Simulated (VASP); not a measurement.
Here is a VASP 6.6.1 calculation.

File INCAR:

```
PREC = Accurate ; ENCUT = 560
EDIFF = 1E-6 ; ISMEAR = 0
SIGMA = 0.1 ; LREAL = False
LASPH = True ; NELM = 120
ALGO = Normal ; ISIF = 2
LWAVE = False ; LCHARG = False
GGA = PE ; NBANDS = 71
GGA_COMPAT = False
```

KPOINTS

```
Automatic mesh
0
Gamma
  6 6 2
```

File POSCAR:

```
GeSbOs2
1.0
    4.6186974600      0.0000000000      0.0000000000
   -2.3093487300      3.9999093400      0.0000000000
    0.0000000000      0.0000000000      8.1723632600
Ge Sb Os
2 2 4
Direct
    0.3333333300      0.6666666700      0.7500000000
    0.6666666700      0.3333333300      0.2500000000
    0.0000000000      0.0000000000      0.0000000000
    0.0000000000      0.0000000000      0.5000000000
    0.0000000000      0.0000000000      0.2500000000
    0.0000000000      0.0000000000      0.7500000000
    0.3333333300      0.6666666700      0.2500000000
    0.6666666700      0.3333333300      0.7500000000
```

Potentials or basis: VASP PAW PBE potentials, release 64 (Ge_d, Sb_d_GW, Os_sv_GW).

The run is started by

```sh
$ cat potpaw_PBE.64/Ge_d/POTCAR potpaw_PBE.64/Sb_d_GW/POTCAR potpaw_PBE.64/Os_sv_GW/POTCAR > POTCAR
$ mpirun -np 1 vasp_std > vasp.out
```

(1) What does it give for the band gap on the k mesh?

(2) What does it give for the pressure?

## Answers

(1) zero (bands 61 and 62 overlap by 0.91 eV).

(2) 53.7 GPa.

Caveat: the k points lie up to 0.38 Å⁻¹ apart, too coarse for converged energies and pressures of a metal; spin-orbit coupling is left out, which moves the levels of the heavy elements.
